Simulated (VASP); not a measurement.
Here is a VASP 6.6.1 calculation.

The input INCAR:

```
PREC = Accurate
ENCUT = 520
EDIFF = 1E-6
ISMEAR = -1
SIGMA = 0.1
LREAL = F
LASPH = T
NELM = 80
ALGO = Normal
ISIF = 2
LWAVE = F
LCHARG = T
GGA = CA
LELF = T
LVHAR = T
NBANDS = 31
```

KPOINTS

```
regular mesh
0
Gamma
  6 6 3
```

POSCAR

```
Yb
1.0
    3.9583600000      0.0198100000     -0.1579400000
   -1.9620300000      3.3369300000      0.0549000000
   -0.2599600000     -0.0457400000      6.3117100000
Yb
2
Direct
    0.3306500000      0.6662400000      0.2471300000
    0.6651100000      0.3304200000      0.7477400000
```

Potentials or basis: VASP PAW PBE potentials, release 64 (Yb).

The run is started by

```console
$ cat potpaw_PBE.64/Yb/POTCAR > POTCAR
$ mpirun -np 1 vasp_std > vasp.out
```

(1) Predict the largest force.

(2) Estimate the band gap on the k mesh.

(3) Predict the pressure.

Answers

(1) 0.007 eV/Å.

(2) zero (bands 24 and 25 overlap by 0.11 eV).

(3) 4.5 GPa.

Caveat: the cell stands under pressure; the PAW data sets were made with another functional, which shifts forces and pressure a little; spin-orbit coupling is left out, which moves the levels of the heavy elements.
